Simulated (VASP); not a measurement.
## Li5S3: single point with PBE

Crystal: Li5S3.

```
CELL_PARAMETERS angstrom
-3.73137 3.73137 9.23391
3.73137 -3.73137 9.23391
3.73137 3.73137 -9.23391
ATOMIC_POSITIONS crystal
Li 0.56495 0.31495 0.25000
Li 0.06495 0.31495 0.75000
Li 0.50000 0.50000 0.00000
Li 0.68505 0.93505 0.25000
Li 0.68505 0.43505 0.75000
S 0.37990 0.37990 0.00000
S 0.75000 0.25000 0.50000
S 0.62010 0.62010 0.00000
```

The cell was generated, and may not be a known phase.

```
Program             : VASP 6.6.1
Task                : single point
Functional          : PBE
Potentials or basis : VASP PAW PBE potentials, release 64 (Li_sv, S)
Cutoff              : 520 eV
k mesh              : 4 × 4 × 4
Occupations         : gaussian, width 0.1 eV
Spin                : no spin polarisation
```

```yaml
Largest_force: 0.064 eV/Å
Band_gap_on_the_k_mesh: zero (an odd number of electrons rules out a gap without spin polarisation)
```

Forces in eV/Å, atoms in the order of the input:
```
Li   0.000  0.061  0.020
Li   0.000 -0.061  0.020
Li   0.000  0.000  0.000
Li   0.061  0.000 -0.020
Li  -0.061  0.000 -0.020
S    0.000  0.000 -0.004
S    0.000  0.000  0.000
S    0.000  0.000  0.004
```

Levels at points of the mesh, in eV from the Fermi level:
```tsv
k point	band 14	band 15	band 16	band 17	band 18	band 19	band 20	band 21
(0.00, 0.00, 0.00)	-0.50	-0.36	-0.03	-0.03	3.67	5.17	5.28	5.79
(0.50, 0.00, 0.00)	-0.50	-0.36	-0.06	-0.04	4.50	4.79	5.27	5.35
(0.50, 0.50, 0.00)	-0.52	-0.37	-0.10	-0.06	5.02	5.06	5.23	5.31
(0.50, 0.50, 0.50)	-0.53	-0.34	-0.02	-0.02	4.09	4.41	5.35	5.75
```

It took 14 min on 1 thread of AMD EPYC 9755 128-Core Processor, with other jobs on the host, peak memory 0.97 GiB.
